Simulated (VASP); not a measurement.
## SiC: single point with r2SCAN

SiC:

```
Si C
1.0
     3.10534    0.00000    0.00000
    -1.55267    2.68931    0.00000
     0.00000    0.00000    5.09914
Si C
2 2
Direct
  0.33333 0.66667 0.00462
  0.66667 0.33333 0.50462
  0.33333 0.66667 0.38038
  0.66667 0.33333 0.88038
```

This cell differs from its parent crystal: volume scaled by 1.03, then relaxed in part.

```yaml
Program: VASP 6.6.1
Task: single point
Functional: r2SCAN
Potentials_or_basis: VASP PAW PBE potentials, release 64 (Si, C)
Cutoff: 520 eV
k_mesh: 12 × 12 × 6
Occupations: gaussian, width 0.02 eV
Spin: no spin polarisation
Dipole_correction: no
Further_INCAR_settings: ALGO = Normal; EDIFF = 1e-06; NBANDS = 16
```

```json
{"Pressure": "-6.5 GPa", "Largest force": "0.006 eV/Å", "Band gap on the k mesh": "2.70 eV, indirect (least direct gap 4.42 eV)"}
```

Forces on the atoms (eV/Å):
```
Si   0.000  0.000 -0.006
Si   0.000  0.000 -0.006
C    0.000  0.000  0.006
C    0.000  0.000  0.006
```

Levels at points of the mesh, in eV from the valence-band top:
```
           k point  band 5  band 6  band 7  band 8  band 9  band 10  band 11  band 12
(0.00, 0.00, 0.00)   -1.37   -0.12    0.00    0.00    5.12     6.44     7.00     7.01
(0.50, 0.00, 0.00)   -5.52   -3.42   -3.28   -1.25    3.17     4.62     7.22     7.52
(0.00, 0.00, 0.50)   -0.74   -0.74   -0.74   -0.74    6.23     6.23     7.72     7.72
(0.50, 0.00, 0.50)   -2.52   -2.52   -2.41   -2.41    3.65     3.65     5.65     5.65
```

Wall time 58 s on 1 thread of Intel(R) Xeon(R) 6975P-C (Granite Rapids) (shared host), peak memory 0.18 GiB.

Caveat: the PAW data sets were made with another functional, which shifts forces and pressure a little. A k mesh can miss the band edges.
